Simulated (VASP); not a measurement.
Input of a VASP 6.6.1 run:

The input INCAR:

```
ALGO = Normal ; EDIFF = 1E-6
ENCUT = 520 ; GGA = CA
ISIF = 2 ; ISMEAR = 0
LASPH = T ; LCHARG = F
LREAL = Auto ; LWAVE = F
NBANDS = 79 ; NELECT = 134.0
NELM = 100 ; PREC = Accurate
SIGMA = 0.02
```

The input KPOINTS:

```
k-points
0
Gamma
  2 2 2
```

Contents of POSCAR:

```
Zn7Se8
1.0
    0.0000000000      5.5675272894     -5.5675272894
    5.5675272894      5.5675272894      0.0000000000
    5.5675272894      0.0000000000     -5.5675272894
Zn Se
7 8
Direct
    0.4867979692      0.5132020308     -0.0132020308
    1.0132020308      0.5132020308     -0.0132020308
    1.0132020308     -0.0132020308     -0.0132020308
    0.4867979692      0.5132020308      0.5132020308
    0.4867979692     -0.0132020308      0.5132020308
    1.0000000000      0.5000000000      0.5000000000
    1.0132020308     -0.0132020308      0.5132020308
    0.3779598000      0.3740134000      0.3740134000
    0.3825433457      0.8825433457      0.3523699628
    0.8740134000      0.3740134000      0.3740134000
    0.8740134000      0.8779598000      0.3740134000
    0.3825433457      0.3523699628      0.8825433457
    0.3825433457      0.8825433457      0.8825433457
    0.8740134000      0.3740134000      0.8779598000
    0.8523699628      0.8825433457      0.8825433457
```

Potentials or basis: VASP PAW LDA potentials, release 64 (Zn, Se).

Launch:

```console
$ cat potpaw_LDA.64/Zn/POTCAR potpaw_LDA.64/Se/POTCAR > POTCAR
$ mpirun -np 1 vasp_std > vasp.out
```

Question: Estimate the largest force.

Answer: 0.046 eV/Å.

Forces in eV/Å, atoms in the order of the input:
```
Zn   0.000  0.000 -0.014
Zn   0.000 -0.014  0.000
Zn   0.014  0.000  0.000
Zn  -0.014  0.000  0.000
Zn   0.000  0.014  0.000
Zn   0.000  0.000  0.000
Zn   0.000  0.000  0.014
Se  -0.012  0.012 -0.012
Se  -0.026  0.026  0.026
Se  -0.012 -0.012  0.012
Se   0.012  0.012  0.012
Se  -0.026 -0.026 -0.026
Se   0.026  0.026 -0.026
Se   0.012 -0.012 -0.012
Se   0.026 -0.026  0.026
```

Caveat: the k points lie up to 0.49 Å⁻¹ apart; the cell carries a net charge on a neutralising background, which shifts energy and pressure.
